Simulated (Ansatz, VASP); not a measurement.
One calculation of WC, two programs

INCAR

```
PREC = Accurate
ENCUT = 600
EDIFF = 1E-7
ISMEAR = 0
SIGMA = 0.1
LREAL = F
LASPH = T
NELM = 60
ALGO = Normal
ISIF = 3
LWAVE = F
LCHARG = F
GGA = PS
IBRION = 2
NSW = 100
EDIFFG = -0.005
```

Contents of KPOINTS:

```
Automatic mesh
0
Gamma
  18 18 14
```

File POSCAR:

```
WC
1.0
    2.9065000000      0.0000000000      0.0000000000
   -1.4532500000      2.5171028361      0.0000000000
    0.0000000000      0.0000000000      2.8366000000
W C
1 1
Direct
    0.0000000000      0.0000000000      0.0000000000
    0.6666666667      0.3333333333      0.5000000000
```

Input for Ansatz:

```yaml
crystal:
  lattice:
    - [2.9065, 0.0, 0.0]
    - [-1.45325, 2.5171028361, 0.0]
    - [0.0, 0.0, 2.8366]
  atoms:
    - { symbol: W, position: [0.0, 0.0, 0.0] }
    - { symbol: C, position: [0.6666666667, 0.3333333333, 0.5] }
basis:
  ecutwfc: 420
kpoints:
  mp_grid: { grid: [18, 18, 14] }
hamiltonian:
  xc: pbesol
scf:
  occupations: { method: gaussian, width: 0.1 }
output:
  forces: true
  stress: true
  eigenvalues: true
  write_density: true
  write_potential: true
  elf: true
  volumetric_format: npy
relax:
  adjacent_minimum: "off"
  f_tol: 0.005
  max_steps: 80
  cell: { stress_tol: 0.05 }
```

Alike in both runs: task relaxation of cell and atoms; functional PBEsol; k mesh 18 × 18 × 14; occupations gaussian, width 0.1 eV; no spin polarisation.

|  | VASP | Ansatz |
| --- | --- | --- |
| version | VASP 6.6.1 | Ansatz 0.2.0 |
| potentials or method | VASP PAW PBE potentials, release 64 (W_sv, C), cutoff 600 eV | scalar-relativistic, plane waves, PAW |
| valence electrons in the cell | 18 | 18 |

VASP gave:

```
gap on the k mesh at the Fermi level, each at its own relaxed structure (eV) : none
relaxed volume (Å³/atom)                                                     : 10.32
relaxed length of the cell vector where the two differ most in proportion (Å)              : 2.831
```

Question: Estimate Ansatz's values.

Answer: gap on the k mesh at the Fermi level, each at its own relaxed structure (eV): none; relaxed volume (Å³/atom): 10.29; relaxed length of the cell vector where the two differ most in proportion (Å): 2.828.

VASP's potentials were made for PBE, not for PBEsol. A gap of «none» marks a metal or a gap that the smearing closes.

Neither program's run includes spin-orbit coupling.
